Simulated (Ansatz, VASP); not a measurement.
**One calculation of KBr, two programs**

Contents of INCAR:

```
ALGO = Normal
EDIFF = 1E-6
ENCUT = 520
GGA = PS
ISIF = 2
ISMEAR = 0
LASPH = True
LCHARG = False
LREAL = False
LWAVE = False
NBANDS = 15
NELM = 60
PREC = Accurate
SIGMA = 0.05
```

KPOINTS

```
k-points
0
Gamma
  8 8 8
```

File POSCAR:

```
KBr
1.0
    1.7421726545      4.3554316363      4.3554316363
    4.3554316363      1.7421726545      4.3554316363
    4.3554316363      4.3554316363      1.7421726545
K Br
1 1
Direct
    0.0000000000      0.0000000000      0.0000000000
    0.5000000000      0.5000000000      0.5000000000
```

Input for Ansatz:

```yaml
crystal:
  lattice:
    - [1.7421726545, 4.3554316363, 4.3554316363]
    - [4.3554316363, 1.7421726545, 4.3554316363]
    - [4.3554316363, 4.3554316363, 1.7421726545]
  atoms:
    - { symbol: K, position: [0.0, 0.0, 0.0] }
    - { symbol: Br, position: [0.5, 0.5, 0.5] }
basis:
  ecutwfc: 420
kpoints:
  mp_grid: { grid: [8, 8, 8] }
hamiltonian:
  xc: pbesol
scf:
  occupations: { method: gaussian, width: 0.05 }
output:
  forces: true
  stress: true
  eigenvalues: true
```

Alike in both runs: task single point; functional PBEsol; k mesh 8 × 8 × 8; occupations gaussian, width 0.05 eV; no spin polarisation.

|  | VASP | Ansatz |
| --- | --- | --- |
| version | VASP 6.6.1 | Ansatz 0.2.0 |
| potentials or method | VASP PAW PBE potentials, release 64 (K_sv, Br), cutoff 520 eV | scalar-relativistic, plane waves, PAW |
| valence electrons in the cell | 16 | 16 |

```csv
,VASP,Ansatz,Ansatz less VASP
gap on the k mesh at the Fermi level (eV),none,none,-
pressure (GPa),-1.1,-1.1,-0.01
"traceless stress, the component that is largest in VASP (GPa)",-6.88,-6.88,-0.005
```

VASP's potentials were made for PBE, not for PBEsol. A gap of «none» marks a metal or a gap that the smearing closes.
